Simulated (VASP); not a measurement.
Input of a VASP 6.6.1 run:

Contents of POSCAR:

```
PbS
1.0
    3.6102140738      0.0000000000      0.0000000000
    0.0000000000      3.6102140738      0.0000000000
    0.0000000000      0.0000000000      3.6102140738
Pb S
1 1
Direct
    0.0000000000      0.0000000000      0.0000000000
    0.5000000000      0.5000000000      0.5000000000
```

The input INCAR.step1:

```
SYSTEM = PbS
PREC     = Accurate       ! precision mode
ENCUT    = 550            ! plane-wave cutoff, eV
ISMEAR   = 0              ! smearing method
SIGMA    = 0.05           ! smearing width, eV
LREAL    = .False.        ! projectors in reciprocal space
LASPH    = .True.         ! aspherical terms in the spheres
NELM     = 120            ! most SCF steps
NBANDS   = 17             ! bands
GGA      = PE             ! functional
ALGO     = Normal         ! electronic algorithm
EDIFF    = 1E-5           ! SCF threshold, eV
LWAVE    = .True.         ! write WAVECAR
LCHARG   = .False.        ! write CHGCAR
GGA_COMPAT= .False.
```

INCAR.step2

```
SYSTEM = PbS
PREC     = Accurate       ! precision mode
ENCUT    = 550            ! plane-wave cutoff, eV
EDIFF    = 1E-6           ! SCF threshold, eV
ISMEAR   = 0              ! smearing method
SIGMA    = 0.05           ! smearing width, eV
LREAL    = .False.        ! projectors in reciprocal space
LASPH    = .True.         ! aspherical terms in the spheres
NELM     = 120            ! most SCF steps
ALGO     = Normal         ! electronic algorithm
ISIF     = 2              ! what is computed and relaxed
LWAVE    = .False.        ! write WAVECAR
LCHARG   = .False.        ! write CHGCAR
METAGGA  = R2SCAN         ! meta-GGA
LMIXTAU  = .True.       
IVDW     = 12             ! dispersion correction
VDW_S6   = 1.0          
VDW_S8   = 0.78981345   
VDW_A1   = 0.49484001   
VDW_A2   = 5.73083694   
NBANDS   = 17             ! bands
ISTART   = 1            
GGA_COMPAT= .False.
```

KPOINTS

```
regular mesh
0
Gamma
  10 10 10
  0 0 0
```

Potentials or basis: VASP PAW PBE potentials, release 64 (Pb_d, S).

The run is started by

```console
$ cat potpaw_PBE.64/Pb_d/POTCAR potpaw_PBE.64/S/POTCAR > POTCAR
$ cp INCAR.step1 INCAR
$ mpirun -np 1 vasp_std > vasp.out
$ cp INCAR.step2 INCAR
$ mpirun -np 1 vasp_std > vasp.out
```

(1) Predict the band gap on the k mesh.

(2) What does it give for the pressure?

(3) What does it give for the dispersion energy per atom?

Results:

(1) zero (band 10 reaches 6.37 eV, above the bottom of band 11 at 6.05 eV).

(2) 0.1 GPa.

(3) -0.182 eV.

Caveat: the PAW data sets were made with another functional, which shifts forces and pressure a little; spin-orbit coupling is left out, which moves the levels of the heavy elements; pairwise dispersion overbinds metals, which lowers pressure and volume.
